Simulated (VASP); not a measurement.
# ZnS (P6_3mc) in VASP: further runs

ZnS is run at these levels: PBEsol; tasks: single point.

All numbers are computed with VASP 6.6.1; they aren't measurements. Logs are shortened: lines on timing, memory, paths and dates and some standing lists are left out, and cuts for length are marked.

## 1. The cell of the first run

The structure is hexagonal, space group P6_3mc (No. 186). The conventional cell has a = 3.880 Å, b = 3.880 Å, c = 6.370 Å, α = 90.00°, β = 90.00°, γ = 120.00°. Zn (site symmetry 3m) has 4 S at 2.38 Å within 3.1 Å. Within 3.1 Å of S (site symmetry 3m) lie 4 Zn at 2.38 Å.

## 2. Single point, PBEsol

Contents of INCAR:

```
ALGO = Normal ; EDIFF = 1E-6
ENCUT = 520 ; GGA = PS
ISIF = 2 ; ISMEAR = 0
LASPH = T ; LCHARG = F
LREAL = F ; LWAVE = F
NBANDS = 26 ; NELM = 60
PREC = Accurate ; SIGMA = 0.05
```

Contents of KPOINTS:

```
k-points
0
Gamma
  9 9 6
```

Contents of POSCAR:

```
ZnS
1.0
    3.8796928979      0.0000000000      0.0000000000
   -1.9398464489      3.3599126084      0.0000000000
    0.0000000000      0.0000000000      6.3700242978
Zn S
2 2
Direct
    0.3333333333      0.6666666667      0.0054424479
    0.6666666667      0.3333333333      0.5054424479
    0.3333333333      0.6666666667      0.3795575521
    0.6666666667      0.3333333333      0.8795575521
```

Potentials or basis: VASP PAW PBE potentials, release 64 (Zn, S).

Started as:

```console
$ cat potpaw_PBE.64/Zn/POTCAR potpaw_PBE.64/S/POTCAR > POTCAR
$ mpirun -np 1 vasp_std > vasp.out
```

OUTCAR:

```text
EDIFF = 1E-6
   ENCUT = 520
   GGA = PS
   ISIF = 2
   ISMEAR = 0
   LASPH = T
   LREAL = F
   NELM = 60
   PREC = Accurate

 ion  position               nearest neighbor table
   1  0.333  0.667  0.005-   4 2.38   4 2.38   4 2.38   3 2.38
   2  0.667  0.333  0.505-   3 2.38   3 2.38   3 2.38   4 2.38
   3  0.333  0.667  0.380-   2 2.38   2 2.38   2 2.38   1 2.38
   4  0.667  0.333  0.880-   1 2.38   1 2.38   1 2.38   2 2.38

  LATTYP: Found a hexagonal cell.
 ALAT       =     3.8796928979
 C/A-ratio  =     1.6418887952

  Lattice vectors:

 A1 = (   3.8796928979,   0.0000000000,   0.0000000000)
 A2 = (  -1.9398464489,   3.3599126084,   0.0000000000)
 A3 = (   0.0000000000,   0.0000000000,   6.3700242978)

Analysis of symmetry for initial positions (statically):
=====================================================================
 Subroutine PRICEL returns:
 Original cell was already a primitive cell.

 Routine SETGRP: Setting up the symmetry group for a
 hexagonal supercell.

 Subroutine GETGRP returns: Found 12 space group operations
 (whereof  6 operations were pure point group operations)
 out of a pool of 24 trial point group operations.

The static configuration has the point symmetry C_3v.
 The point group associated with its full space group is C_6v.

Analysis of symmetry for dynamics (positions and initial velocities):
=====================================================================
 Subroutine PRICEL returns:
 Original cell was already a primitive cell.

 Routine SETGRP: Setting up the symmetry group for a
 hexagonal supercell.

 Subroutine GETGRP returns: Found 12 space group operations
 (whereof  6 operations were pure point group operations)
 out of a pool of 24 trial point group operations.

The dynamic configuration has the point symmetry C_3v.
 The point group associated with its full space group is C_6v.

 Subroutine INISYM returns: Found 12 space group operations
 (whereof  6 operations are pure point group operations),
 and found     1 'primitive' translations

----------------------------------------------------------------------------------------

                                     Primitive cell

  volume of cell :      83.0360

  direct lattice vectors                    reciprocal lattice vectors
     3.879692898  0.000000000  0.000000000     0.257752360  0.148813394  0.000000000
    -1.939846449  3.359912608  0.000000000     0.000000000  0.297626789  0.000000000
     0.000000000  0.000000000  6.370024298     0.000000000  0.000000000  0.156985272

  length of vectors
     3.879692898  3.879692898  6.370024298     0.297626789  0.297626789  0.156985272

  position of ions in fractional coordinates (direct lattice)
     0.333333333  0.666666667  0.005442448
     0.666666667  0.333333333  0.505442448
     0.333333333  0.666666667  0.379557552
     0.666666667  0.333333333  0.879557552

  ion indices of the primitive-cell ions
   primitive index   ion index
                 1           1
                 2           2
                 3           3
                 4           4

----------------------------------------------------------------------------------------

 KPOINTS: k-points

Automatic generation of k-mesh.
 Grid dimensions read from file:
 generate k-points for:    9    9    6

 Generating k-lattice:

  Cartesian coordinates                     Fractional coordinates (reciprocal lattice)
     0.028639151  0.016534822  0.000000000     0.111111111  0.000000000  0.000000000
     0.000000000  0.033069643  0.000000000     0.000000000  0.111111111  0.000000000
     0.000000000  0.000000000  0.026164212     0.000000000  0.000000000  0.166666667

  Length of vectors
     0.033069643  0.033069643  0.026164212

  Shift w.r.t. Gamma in fractional coordinates (k-lattice)
     0.000000000  0.000000000  0.000000000

 Subroutine IBZKPT returns following result:
 ===========================================

 Found     48 irreducible k-points:

 Following reciprocal coordinates:
            Coordinates               Weight
  0.000000  0.000000  0.000000      1.000000
  0.111111 -0.000000  0.000000      6.000000
  0.222222  0.000000  0.000000      6.000000
  0.333333  0.000000  0.000000      6.000000
  0.444444  0.000000  0.000000      6.000000
  0.111111  0.111111  0.000000      6.000000
[... 16 lines left out ...]
  0.333333  0.222222  0.166667     24.000000
  0.333333  0.333333  0.166667      4.000000
 [... further k-points ...]
   k-points           NKPTS =     48   k-points in BZ     NKDIM =     48   number of bands    NBANDS=     26
   number of dos      NEDOS =    301   number of ions     NIONS =      4
   total plane-waves  NPLWV =  43200
   dimension x,y,z NGX =    30 NGY =   30 NGZ =   48
   dimension x,y,z NGXF=    60 NGYF=   60 NGZF=   96
   ions per type =               2   2
   NGX,Y,Z   is equivalent  to a cutoff of  12.86, 12.86, 12.53 a.u.
   NGXF,Y,Z  is equivalent  to a cutoff of  25.71, 25.71, 25.05 a.u.
 SYSTEM =  unknown system
   PREC   = accura    normal or accurate (medium, high low for compatibility)
   ISTART =      0    job   : 0-new  1-cont  2-samecut
   ICHARG =      2    charge: 1-file 2-atom 10-const
   ISPIN  =      1    spin polarized calculation?
   LNONCOLLINEAR =      F non collinear calculations
   LSORBIT =      F    spin-orbit coupling
   LASPH  =      T    aspherical Exc in radial PAW
   ENCUT  =  520.0 eV  38.22 Ry    6.18 a.u.   7.21  7.21 11.84*2*pi/ulx,y,z
   NELM   =     60;   NELMIN=  2; NELMDL= -5     # of ELM steps
   EDIFF  = 0.1E-05   stopping-criterion for ELM
   LREAL  =      F    real-space projection
   EDIFFG = 0.1E-04   stopping-criterion for IOM
   NSW    =      0    number of steps for IOM
   IBRION =     -1    ionic relax: 0-MD 1-quasi-New 2-CG
   NFREE  =      0    steps in history (QN), initial steepest desc. (CG)
   ISIF   =      2    stress and relaxation
   ISYM   =      2    0-nonsym 1-usesym 2-fastsym
   POTIM  = 0.5000    time-step for ionic-motion
   TEBEG  =    0.0;   TEEND  =   0.0 temperature during run
   PSTRESS=    0.0 pullay stress
   NELECT =      36.0000    total number of electrons
   NUPDOWN=      -1.0000    fix difference up-down
   EMIN   =  10.00;   EMAX   =-10.00  energy-range for DOS
   EFERMI =   0.00;   METHOD = LEGACY
   ISMEAR =     0;   SIGMA  =   0.05  broadening in eV -4-tet -1-fermi 0-gaus
   EFERMI_NEDOS =   21; number of points for ismear=-14 and -15
   IALGO  =     38    algorithm
   IMIX   =      4    mixing-type and parameters
     AMIX     =   0.40;   BMIX     =  1.00
     AMIX_MAG =   1.60;   BMIX_MAG =  1.00
  volume/ion in A,a.u.               =      20.76       140.09
  Fermi-wavevector in a.u.,A,eV,Ry     =   1.239044  2.341454 20.888085  1.535231
  Thomas-Fermi vector in A             =   2.373544
   LORBIT       =      0    0 simple, 1 ext, 2 COOP (PROOUT), +10 PAW based schemes
   GGA     = PS    functional components
   LHFCALC =     F    Hartree Fock is set to
   AEXX    =    0.0000 exact exchange contribution
   IVDW    =     0    specifies the selected vdW correction
   LEPSILON=     F    determine dielectric tensor
   LRPA    =     F    only Hartree local field effects (RPA)
 non-spin polarized calculation
 Gauss-broadening in eV      SIGMA  =   0.05
  energy-cutoff  :      520.00
  volume of cell :       83.04
 maximum number of plane-waves:      2259
 NGX is ok and might be reduce to    30
   NGX = 15   NGY = 15   NGZ = 23

 number of electron      35.9999969 magnetization

 Free energy of the ion-electron system (eV)
  ---------------------------------------------------
  ext. energy  EPLUGINS =         0.00000000
  ---------------------------------------------------
  free energy    TOTEN  =       -15.07089070 eV

  energy without entropy =      -15.07089070  energy(sigma->0) =      -15.07089070

 E-fermi :   1.7888     XC(G=0):  -9.6050

 val. band max:        1.5733079236   @ k =   0.0000   0.0000   0.0000
 cond. band min:       3.3946921436   @ k =   0.0000   0.0000   0.0000
 fundamental gap:      1.8213842200
 Fermi energy:         1.7888384235

 k-point     1 :       0.0000    0.0000    0.0000
  band No.  band energies     occupation
      1     -11.2642      2.00000
      2     -10.4092      2.00000
      3      -4.6161      2.00000
      4      -4.6025      2.00000
      5      -4.6025      2.00000
      6      -4.5288      2.00000
[... 18 lines left out ...]
     25       9.1576      0.00000
     26      10.3896      0.00000

 k-point     2 :       0.1111   -0.0000    0.0000
  band No.  band energies     occupation
      1     -11.1871      2.00000
      2     -10.3664      2.00000
      3      -4.6104      2.00000
      4      -4.5965      2.00000
      5      -4.5878      2.00000
      6      -4.5198      2.00000
[... 18 lines left out ...]
     25       9.5093      0.00000
     26       9.9915      0.00000

 k-point     3 :       0.2222    0.0000    0.0000
  band No.  band energies     occupation
      1     -10.9757      2.00000
      2     -10.2611      2.00000
      3      -4.6084      2.00000
      4      -4.5657      2.00000
      5      -4.5543      2.00000
      6      -4.4796      2.00000
[... 18 lines left out ...]
     25       9.6074      0.00000
     26      10.2683      0.00000

 k-point     4 :       0.3333    0.0000    0.0000
  band No.  band energies     occupation
      1     -10.6927      2.00000
      2     -10.1567      2.00000
      3      -4.5924      2.00000
      4      -4.5250      2.00000
      5      -4.5221      2.00000
      6      -4.3901      2.00000
[... 18 lines left out ...]
     25       9.9974      0.00000
     26      10.9378      0.00000
[... 496 lines left out ...]
      1     -10.5213      2.00000
      2     -10.1517      2.00000
      3      -4.5562      2.00000
      4      -4.5162      2.00000
      5      -4.4464      2.00000
      6      -4.4152      2.00000
[... 18 lines left out ...]
     25       9.8613      0.00000
     26      10.7882      0.00000

 k-point    23 :       0.3333    0.2222    0.1667
  band No.  band energies     occupation
      1     -10.3224      2.00000
      2     -10.1364      2.00000
      3      -4.5635      2.00000
      4      -4.4782      2.00000
      5      -4.4031      2.00000
      6      -4.3439      2.00000
[... 18 lines left out ...]
     25      10.5624      0.00000
     26      11.2937      0.00000

 k-point    24 :       0.3333    0.3333    0.1667
  band No.  band energies     occupation
      1     -10.1924      2.00000
      2     -10.1924      2.00000
      3      -4.5671      2.00000
      4      -4.4281      2.00000
      5      -4.4281      2.00000
      6      -4.3290      2.00000
[... 18 lines left out ...]
     25      11.2536      0.00000
     26      11.2541      0.00000

 [... further k-points ...]
[... 5 lines left out ...]
  --------------------------------------------------------------------------------------
  -------------------------------------------------------------------------------------
  Total       -2.5392600     -2.5392600     -2.6080987     -0.0000000     -0.0000000      0.0000000
  in kB      -48.9949513    -48.9949513    -50.3231924     -0.0000000     -0.0000000      0.0000000
  external PRESSURE =     -49.4376983 kB  Pullay stress =       0.0000000 kB

 VOLUME and BASIS-vectors are now :
 -----------------------------------------------------------------------------
  energy-cutoff  :      520.00
  volume of cell :       83.04
      direct lattice vectors                 reciprocal lattice vectors
     3.879692898  0.000000000  0.000000000     0.257752360  0.148813394  0.000000000
    -1.939846449  3.359912608  0.000000000     0.000000000  0.297626789  0.000000000
     0.000000000  0.000000000  6.370024298     0.000000000  0.000000000  0.156985272

 POSITION                                       TOTAL-FORCE (eV/Angst)
 -----------------------------------------------------------------------------------
     -0.00000      2.23994      0.03467        -0.000000     -0.000000     -0.015390
      1.93985      1.11997      3.21968         0.000000      0.000000     -0.015390
     -0.00000      2.23994      2.41779        -0.000000     -0.000000      0.015390
      1.93985      1.11997      5.60280         0.000000      0.000000      0.015390
 -----------------------------------------------------------------------------------
    total drift:                               -0.000000     -0.000000      0.000791

  FREE ENERGIE OF THE ION-ELECTRON SYSTEM (eV)
  ---------------------------------------------------
  free  energy   TOTEN  =       -15.0708906973 eV

  energy  without entropy=      -15.0708906973  energy(sigma->0) =      -15.07089070
```

It took 88 s on 1 thread of Intel Xeon Platinum 8259CL at 2.50GHz (Skylake/Cascade Lake), shared host; peak memory 0.24 GiB.

Results:

| Quantity | Value |
| --- | --- |
| Free energy | -15.0709 eV |
| Pressure | -4.9 GPa |
| Largest force | 0.015 eV/Å |
| Band gap on the k mesh | 1.82 eV, direct |

Forces in eV/Å, atoms in the order of the input:
```
Zn   0.000  0.000 -0.015
Zn   0.000  0.000 -0.015
S    0.000  0.000  0.015
S    0.000  0.000  0.015
```

Stress tensor (GPa, compression positive):
```
-4.90  0.00  0.00
 0.00 -4.90  0.00
 0.00  0.00 -5.03
```

Levels at points of the mesh, in eV from the valence-band top:
| k point | band 14 | band 15 | band 16 | band 17 | band 18 | band 19 | band 20 | band 21 | band 22 | band 23 |
| --- | --- | --- | --- | --- | --- | --- | --- | --- | --- | --- |
| (0.00, 0.00, 0.00) | -0.83 | -0.83 | -0.08 | 0.00 | 0.00 | 1.82 | 2.90 | 6.25 | 6.25 | 6.50 |
| (0.00, 0.00, 0.50) | -2.80 | -0.43 | -0.43 | -0.43 | -0.43 | 3.29 | 3.29 | 6.56 | 6.56 | 6.70 |

Caveat: the PAW data sets were made with another functional, which shifts forces and pressure a little. PBEsol gaps usually lie below the measured ones, often by a third to a half.

## 3. Single point, PBEsol

Contents of INCAR:

```
ALGO     = Normal         # electronic algorithm
EDIFF    = 1E-6           # SCF threshold, eV
ENCUT    = 520            # plane-wave cutoff, eV
GGA      = PS             # functional
ISIF     = 2              # what is computed and relaxed
ISMEAR   = 0              # smearing method
LASPH    = T              # aspherical terms in the spheres
LCHARG   = F              # write CHGCAR
LREAL    = F              # projectors in reciprocal space
LWAVE    = F              # write WAVECAR
NBANDS   = 26             # bands
NELM     = 100            # most SCF steps
PREC     = Accurate       # precision mode
SIGMA    = 0.05           # smearing width, eV
```

KPOINTS is that of step 2.

Changes to POSCAR since step 2:

```diff
@@ -8,4 +8,4 @@
 Direct
-    0.3333333333      0.6666666667      0.0054424479
-    0.6666666667      0.3333333333      0.5054424479
+    0.3333333333      0.6666666667     -0.0187171420
+    0.6666666667      0.3333333333      0.4812828580
     0.3333333333      0.6666666667      0.3795575521
```

Potentials or basis: VASP PAW PBE potentials, release 64 (Zn, S).

Started as:

```console
$ cat potpaw_PBE.64/Zn/POTCAR potpaw_PBE.64/S/POTCAR > POTCAR
$ mpirun -np 1 vasp_std > vasp.out
```

It took 82 s on 1 thread of Intel Xeon Platinum 8259CL at 2.50GHz (Skylake/Cascade Lake), shared host; peak memory 0.24 GiB.

Results (log left out):

```
Free energy            : -14.9903 eV
Pressure               : -4.3 GPa
Largest force          : 0.472 eV/Å
Band gap on the k mesh : 1.85 eV, direct
```

Forces in eV/Å, atoms in the order of the input:
```
Zn   0.000  0.000  0.472
Zn   0.000  0.000  0.472
S    0.000  0.000 -0.472
S    0.000  0.000 -0.472
```

Stress tensor (GPa, compression positive):
```
-3.48  0.00  0.00
 0.00 -3.48  0.00
 0.00  0.00 -5.90
```

Levels at points of the mesh, in eV from the valence-band top:
| k point | band 14 | band 15 | band 16 | band 17 | band 18 | band 19 | band 20 | band 21 | band 22 | band 23 |
| --- | --- | --- | --- | --- | --- | --- | --- | --- | --- | --- |
| (0.00, 0.00, 0.00) | -0.81 | -0.81 | -0.10 | -0.10 | 0.00 | 1.85 | 2.62 | 6.19 | 6.19 | 6.51 |
| (0.00, 0.00, 0.50) | -2.62 | -0.46 | -0.46 | -0.46 | -0.46 | 3.11 | 3.11 | 6.51 | 6.51 | 6.58 |

Caveat: the PAW data sets were made with another functional, which shifts forces and pressure a little.
